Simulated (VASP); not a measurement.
# Ge (Fm-3m) in VASP: notebook

Aim: see how the results for Ge move with the level of theory and the settings. Levels: PBE, LDA. Tasks: single point.

All numbers are computed with VASP 6.6.1; they aren't measurements. Logs are shortened: lines on timing, memory, paths and dates and some standing lists are left out, and cuts for length are marked.

### 1 The cell of the first run

The structure is cubic, space group Fm-3m (No. 225). Conventional cell: a = 4.197 Å, b = 4.197 Å, c = 4.197 Å, α = 90.00°, β = 90.00°, γ = 90.00°. Ge (site symmetry m-3m) has 12 Ge at 2.97 Å within 3.9 Å.

### 2 Single point, PBE

The input, INCAR:

```
PREC = Accurate
ENCUT = 500
EDIFF = 1E-6
ISMEAR = -5
SIGMA = 0.1
LREAL = False
LASPH = True
NELM = 120
ALGO = Normal
ISIF = 2
LWAVE = False
LCHARG = False
GGA = PE
NBANDS = 13
GGA_COMPAT = False
```

The input, KPOINTS:

```
regular mesh
0
Gamma
  10 10 10
```

The input, POSCAR:

```
Ge
1.0
    0.0000000000      2.0983605250      2.0983605250
    2.0983605250      0.0000000000      2.0983605250
    2.0983605250      2.0983605250      0.0000000000
Ge
1
Direct
    0.0000000000      0.0000000000      0.0000000000
```

Potentials or basis: VASP PAW PBE potentials, release 64 (Ge_d).

Started as:

```console
cat potpaw_PBE.64/Ge_d/POTCAR > POTCAR
mpirun -np 1 vasp_std > vasp.out
```

OUTCAR:

```text
PREC = Accurate
   ENCUT = 500
   EDIFF = 1E-6
   ISMEAR = -5
   LREAL = False
   LASPH = True
   NELM = 120
   ISIF = 2
   GGA = PE

 ion  position               nearest neighbor table
   1  0.000  0.000  0.000-

  LATTYP: Found a face centered cubic cell.
 ALAT       =     4.1967210500

  Lattice vectors:

 A1 = (   0.0000000000,   2.0983605250,   2.0983605250)
 A2 = (   2.0983605250,   0.0000000000,   2.0983605250)
 A3 = (   2.0983605250,   2.0983605250,   0.0000000000)

Analysis of symmetry for initial positions (statically):
=====================================================================
 Subroutine PRICEL returns:
 Original cell was already a primitive cell.

 Routine SETGRP: Setting up the symmetry group for a
 face centered cubic supercell.

 Subroutine GETGRP returns: Found 48 space group operations
[... 9 lines left out ...]

 Routine SETGRP: Setting up the symmetry group for a
 face centered cubic supercell.

 Subroutine GETGRP returns: Found 48 space group operations
[... 11 lines left out ...]
                                     Primitive cell

  volume of cell :      18.4787

  direct lattice vectors                    reciprocal lattice vectors
     0.000000000  2.098360525  2.098360525    -0.238281265  0.238281265  0.238281265
     2.098360525  0.000000000  2.098360525     0.238281265 -0.238281265  0.238281265
     2.098360525  2.098360525  0.000000000     0.238281265  0.238281265 -0.238281265

  length of vectors
     2.967529913  2.967529913  2.967529913     0.412715257  0.412715257  0.412715257

  position of ions in fractional coordinates (direct lattice)
     0.000000000  0.000000000  0.000000000

  ion indices of the primitive-cell ions
   primitive index   ion index
                 1           1

----------------------------------------------------------------------------------------

 KPOINTS: regular mesh

Automatic generation of k-mesh.
 Grid dimensions read from file:
 generate k-points for:   10   10   10

 Generating k-lattice:

  Cartesian coordinates                     Fractional coordinates (reciprocal lattice)
    -0.023828126  0.023828126  0.023828126     0.100000000  0.000000000  0.000000000
     0.023828126 -0.023828126  0.023828126     0.000000000  0.100000000  0.000000000
     0.023828126  0.023828126 -0.023828126     0.000000000  0.000000000  0.100000000

  Length of vectors
     0.041271526  0.041271526  0.041271526

  Shift w.r.t. Gamma in fractional coordinates (k-lattice)
     0.000000000  0.000000000  0.000000000

 TETIRR: Found    148 inequivalent tetrahedra from     6000

 Subroutine IBZKPT returns following result:
 ===========================================

 Found     47 irreducible k-points:

 Following reciprocal coordinates:
            Coordinates               Weight
  0.000000  0.000000  0.000000      1.000000
  0.100000  0.000000  0.000000      8.000000
  0.200000  0.000000  0.000000      8.000000
  0.300000  0.000000  0.000000      8.000000
  0.400000  0.000000  0.000000      8.000000
  0.500000  0.000000  0.000000      4.000000
[... 16 lines left out ...]
  0.300000  0.300000  0.000000      6.000000
  0.400000  0.300000  0.000000     24.000000
 [... further k-points ...]
   k-points           NKPTS =     47   k-points in BZ     NKDIM =     47   number of bands    NBANDS=     13
   number of dos      NEDOS =    301   number of ions     NIONS =      1
   total plane-waves  NPLWV =  13824
   dimension x,y,z NGX =    24 NGY =   24 NGZ =   24
   dimension x,y,z NGXF=    48 NGYF=   48 NGZF=   48
   ions per type =               1
   NGX,Y,Z   is equivalent  to a cutoff of  13.45, 13.45, 13.45 a.u.
   NGXF,Y,Z  is equivalent  to a cutoff of  26.89, 26.89, 26.89 a.u.
 SYSTEM =  unknown system
   PREC   = accura    normal or accurate (medium, high low for compatibility)
   ISTART =      0    job   : 0-new  1-cont  2-samecut
   ICHARG =      2    charge: 1-file 2-atom 10-const
   ISPIN  =      1    spin polarized calculation?
   LNONCOLLINEAR =      F non collinear calculations
   LSORBIT =      F    spin-orbit coupling
   LASPH  =      T    aspherical Exc in radial PAW
   ENCUT  =  500.0 eV  36.75 Ry    6.06 a.u.   5.41  5.41  5.41*2*pi/ulx,y,z
   NELM   =    120;   NELMIN=  2; NELMDL= -5     # of ELM steps
   EDIFF  = 0.1E-05   stopping-criterion for ELM
   LREAL  =      F    real-space projection
   EDIFFG = 0.1E-04   stopping-criterion for IOM
   NSW    =      0    number of steps for IOM
   IBRION =     -1    ionic relax: 0-MD 1-quasi-New 2-CG
   NFREE  =      0    steps in history (QN), initial steepest desc. (CG)
   ISIF   =      2    stress and relaxation
   ISYM   =      2    0-nonsym 1-usesym 2-fastsym
   POTIM  = 0.5000    time-step for ionic-motion
   TEBEG  =    0.0;   TEEND  =   0.0 temperature during run
   PSTRESS=    0.0 pullay stress
   NELECT =      14.0000    total number of electrons
   NUPDOWN=      -1.0000    fix difference up-down
   EMIN   =  10.00;   EMAX   =-10.00  energy-range for DOS
   EFERMI =   0.00;   METHOD = LEGACY
   ISMEAR =    -5;   SIGMA  =   0.10  broadening in eV -4-tet -1-fermi 0-gaus
   EFERMI_NEDOS =   21; number of points for ismear=-14 and -15
   IALGO  =     38    algorithm
   IMIX   =      4    mixing-type and parameters
     AMIX     =   0.40;   BMIX     =  1.00
     AMIX_MAG =   1.60;   BMIX_MAG =  1.00
  volume/ion in A,a.u.               =      18.48       124.70
  Fermi-wavevector in a.u.,A,eV,Ry     =   1.492430  2.820284 30.304914  2.227348
  Thomas-Fermi vector in A             =   2.604959
   LORBIT       =      0    0 simple, 1 ext, 2 COOP (PROOUT), +10 PAW based schemes
   GGA     = PE    functional components
   LHFCALC =     F    Hartree Fock is set to
   AEXX    =    0.0000 exact exchange contribution
   IVDW    =     0    specifies the selected vdW correction
   LEPSILON=     F    determine dielectric tensor
   LRPA    =     F    only Hartree local field effects (RPA)
 non-spin polarized calculation
 Fermi weights with tetrahedron method with Bloechl corrections
  energy-cutoff  :      500.00
  volume of cell :       18.48
 maximum number of plane-waves:       495
 NGX is ok and might be reduce to    24
   NGX = 11   NGY = 11   NGZ = 11

 number of electron      13.9999991 magnetization

 Free energy of the ion-electron system (eV)
  ---------------------------------------------------
  ext. energy  EPLUGINS =         0.00000000
  ---------------------------------------------------
  free energy    TOTEN  =        -4.17561778 eV

  energy without entropy =       -4.17561778  energy(sigma->0) =       -4.17561778

 E-fermi :   7.1512     XC(G=0): -11.3997

 val. band max:        7.1880030888   @ k =   0.4000   0.3000   0.0000
 cond. band min:       6.8891598545   @ k =  -0.3000   0.5000   0.2000
 fundamental gap:     -0.2988432343
 Fermi energy:         7.1511600371

 k-point     1 :       0.0000    0.0000    0.0000
  band No.  band energies     occupation
      1     -17.6957      2.00000
      2     -17.6957      2.00000
      3     -17.6957      2.00000
      4     -17.6429      2.00000
      5     -17.6429      2.00000
      6      -6.3224      2.00000
      7      16.2336      0.00000
      8      16.2336      0.00000
      9      16.2336      0.00000
     10      21.2447      0.00000
     11      21.2447      0.00000
     12      21.2447      0.00000
     13      22.2048      0.00000

 k-point     2 :       0.1000    0.0000    0.0000
  band No.  band energies     occupation
      1     -17.6957      2.00000
      2     -17.6905      2.00000
      3     -17.6905      2.00000
      4     -17.6432      2.00000
      5     -17.6432      2.00000
      6      -6.0686      2.00000
      7      13.9551      0.00000
      8      15.8546      0.00000
      9      15.8546      0.00000
     10      20.1665      0.00000
     11      21.9081      0.00000
     12      21.9081      0.00000
     13      24.7117      0.00000

 k-point     3 :       0.2000    0.0000    0.0000
  band No.  band energies     occupation
      1     -17.6960      2.00000
      2     -17.6826      2.00000
      3     -17.6826      2.00000
      4     -17.6374      2.00000
      5     -17.6374      2.00000
      6      -5.3074      2.00000
      7      10.1515     -0.03348
      8      15.1519      0.00000
      9      15.1519      0.00000
     10      19.5552      0.00000
     11      22.4327      0.00000
     12      22.4327      0.00000
     13      24.4947      0.00000

 k-point     4 :       0.3000    0.0000    0.0000
  band No.  band energies     occupation
      1     -17.6973      2.00000
      2     -17.6840      2.00000
      3     -17.6840      2.00000
      4     -17.6191      2.00000
      5     -17.6191      2.00000
      6      -4.0463      2.00000
      7       6.4937      1.42863
      8      14.5632      0.00000
      9      14.5632      0.00000
     10      19.2798      0.00000
     11      21.2316      0.00000
     12      21.2316      0.00000
     13      22.8567      0.00000

 k-point     5 :       0.4000    0.0000    0.0000
  band No.  band energies     occupation
      1     -17.6991      2.00000
      2     -17.6892      2.00000
      3     -17.6892      2.00000
      4     -17.6000      2.00000
      5     -17.6000      2.00000
      6      -2.3384      2.00000
      7       3.3043      2.00000
      8      14.2098      0.00000
      9      14.2098      0.00000
     10      19.3163      0.00000
     11      20.2374      0.00000
     12      20.2374      0.00000
     13      21.5637      0.00000
[... 257 lines left out ...]
 k-point    22 :      -0.2000    0.2000    0.0000
  band No.  band energies     occupation
      1     -17.6891      2.00000
      2     -17.6848      2.00000
      3     -17.6534      2.00000
      4     -17.6529      2.00000
      5     -17.6125      2.00000
      6      -3.6261      2.00000
      7       8.1355      0.32215
      8       8.8967      0.00000
      9      14.8976      0.00000
     10      19.2283      0.00000
     11      22.3585      0.00000
     12      22.6537      0.00000
     13      23.6963      0.00000

 k-point    23 :       0.3000    0.3000    0.0000
  band No.  band energies     occupation
      1     -17.7364      2.00000
      2     -17.6907      2.00000
      3     -17.6207      2.00000
      4     -17.6207      2.00000
      5     -17.6127      2.00000
      6      -3.2811      2.00000
      7       9.3106     -0.14995
      8      11.1125      0.00000
      9      11.1125      0.00000
     10      15.0185      0.00000
     11      15.4450      0.00000
     12      29.9604      0.00000
     13      29.9604      0.00000

 k-point    24 :       0.4000    0.3000    0.0000
  band No.  band energies     occupation
      1     -17.7383      2.00000
      2     -17.6989      2.00000
      3     -17.6202      2.00000
      4     -17.6088      2.00000
      5     -17.5950      2.00000
      6      -2.0316      2.00000
      7       7.1880      1.24929
      8       9.2578      0.00000
      9      10.6733      0.00000
     10      14.6736      0.00000
     11      16.4981      0.00000
     12      28.9944      0.00000
     13      29.8060      0.00000

 [... further k-points ...]

------------------------ aborting loop because EDIFF is reached ----------------------------------------

  FORCE on cell =-STRESS in cart. coord.  units (eV):
  Direction    XX          YY          ZZ          XY          YZ          ZX
  --------------------------------------------------------------------------------------
  -------------------------------------------------------------------------------------
  Total        0.5225282      0.5225282      0.5225282     -0.0000000      0.0000000     -0.0000000
  in kB       45.3054000     45.3054000     45.3054000     -0.0000000      0.0000000     -0.0000000
  external PRESSURE =      45.3054000 kB  Pullay stress =       0.0000000 kB

 VOLUME and BASIS-vectors are now :
 -----------------------------------------------------------------------------
  energy-cutoff  :      500.00
  volume of cell :       18.48
      direct lattice vectors                 reciprocal lattice vectors
     0.000000000  2.098360525  2.098360525    -0.238281265  0.238281265  0.238281265
     2.098360525  0.000000000  2.098360525     0.238281265 -0.238281265  0.238281265
     2.098360525  2.098360525  0.000000000     0.238281265  0.238281265 -0.238281265

 POSITION                                       TOTAL-FORCE (eV/Angst)
 -----------------------------------------------------------------------------------
      0.00000      0.00000      0.00000         0.000000      0.000000      0.000000
 -----------------------------------------------------------------------------------
    total drift:                               -0.000000     -0.000000     -0.000000

  FREE ENERGIE OF THE ION-ELECTRON SYSTEM (eV)
  ---------------------------------------------------
  free  energy   TOTEN  =        -4.1756177816 eV

  energy  without entropy=       -4.1756177816  energy(sigma->0) =       -4.17561778
```

Run time: 12 s. Hardware: 1 thread of AMD EPYC 7R43 (Zen 3), shared host; peak memory 0.11 GiB.

Results:

| Quantity | Value |
| --- | --- |
| Free energy | -4.1756 eV |
| Pressure | 4.5 GPa |
| Band gap on the k mesh | zero (band 7 reaches 16.23 eV, above the bottom of band 8 at 4.69 eV) |

Caveat: tetrahedron occupations give inexact forces and stress in metals.

[end of part 1 of 3]
